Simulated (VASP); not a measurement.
A run of VASP 6.6.1 is set up as follows.

File INCAR:

```
SYSTEM = Cu25W
ALGO = Fast
EDIFF = 1E-6
ENCUT = 520
GGA = PS
ISIF = 2
ISMEAR = 1
LASPH = .True.
LCHARG = .False.
LREAL = Auto
LWAVE = .False.
NBANDS = 164
NELM = 60
PREC = Accurate
SIGMA = 0.1
```

The input KPOINTS:

```
k-points
0
Gamma
  4 4 4
  0 0 0
```

Contents of POSCAR:

```
Cu25W
1.0
    0.0000000000      5.3454650035      5.3454650035
    5.3454650035      0.0000000000      5.3454650035
    5.3454650035      5.3454650035      0.0000000000
W Cu
1 25
Direct
    0.0000000000      0.0000000000      0.3333333333
    0.0000000000      0.0000000000      0.8333333333
    0.0008569653      0.3260207856     -0.0063816790
    0.0008569653      0.3260207856      0.3461705948
    0.0103253776      0.3547743061      0.6507834915
   -0.0103253776      0.6452256939      0.0158831752
   -0.0008569653      0.6739792144      0.3204960719
   -0.0008569653      0.6739792144      0.6730483457
    0.3260207856      0.0008569653     -0.0063816790
    0.3260207856      0.0008569653      0.3461705948
    0.3547743061      0.0103253776      0.6507834915
    0.3327496672      0.3327496672      0.0005836661
    0.3393981606      0.3393981606      0.3228415634
    0.3393981606      0.3393981606      0.6650287821
    0.3227480479      0.6772519521     -0.0064052879
    0.3327777041      0.6672222959      0.3333333333
    0.3227480479      0.6772519521      0.6730719546
    0.6452256939     -0.0103253776      0.0158831752
    0.6739792144     -0.0008569653      0.3204960719
    0.6739792144     -0.0008569653      0.6730483457
    0.6772519521      0.3227480479     -0.0064052879
    0.6672222959      0.3327777041      0.3333333333
    0.6772519521      0.3227480479      0.6730719546
    0.6606018394      0.6606018394      0.0016378846
    0.6606018394      0.6606018394      0.3438251033
    0.6672503328      0.6672503328      0.6660830005
```

Potentials or basis: VASP PAW PBE potentials, release 64 (W_sv, Cu).

Run with:

```console
$ cat potpaw_PBE.64/W_sv/POTCAR potpaw_PBE.64/Cu/POTCAR > POTCAR
$ mpirun -np 1 vasp_std > vasp.out
```

**Question.** Estimate the pressure.

**Answer.** 2.0 GPa.

**Question.** Predict the largest force.

**Answer.** 0.045 eV/Å.

**Question.** Predict the band gap on the k mesh.

**Answer.** Zero (an odd number of electrons rules out a gap without spin polarisation).

Forces in eV/Å, atoms in the order of the input:
```
W    0.000  0.000  0.000
Cu   0.000  0.000  0.000
Cu   0.003 -0.022  0.024
Cu   0.022 -0.003  0.024
Cu   0.002 -0.002  0.010
Cu  -0.002  0.002 -0.010
Cu  -0.022  0.003 -0.024
Cu  -0.003  0.022 -0.024
Cu  -0.022  0.003  0.024
Cu  -0.003  0.022  0.024
Cu  -0.002  0.002  0.010
Cu   0.000  0.000 -0.012
Cu  -0.002 -0.002  0.006
Cu   0.002  0.002  0.006
Cu   0.002 -0.001  0.000
Cu  -0.032  0.032  0.000
Cu   0.001 -0.002  0.000
Cu   0.002 -0.002 -0.010
Cu   0.003 -0.022 -0.024
Cu   0.022 -0.003 -0.024
Cu  -0.001  0.002  0.000
Cu   0.032 -0.032  0.000
Cu  -0.002  0.001  0.000
Cu  -0.002 -0.002 -0.006
Cu   0.002  0.002 -0.006
Cu   0.000  0.000  0.012
```

Caveat: the PAW data sets were made with another functional, which shifts forces and pressure a little; spin-orbit coupling is left out, which moves the levels of the heavy elements.
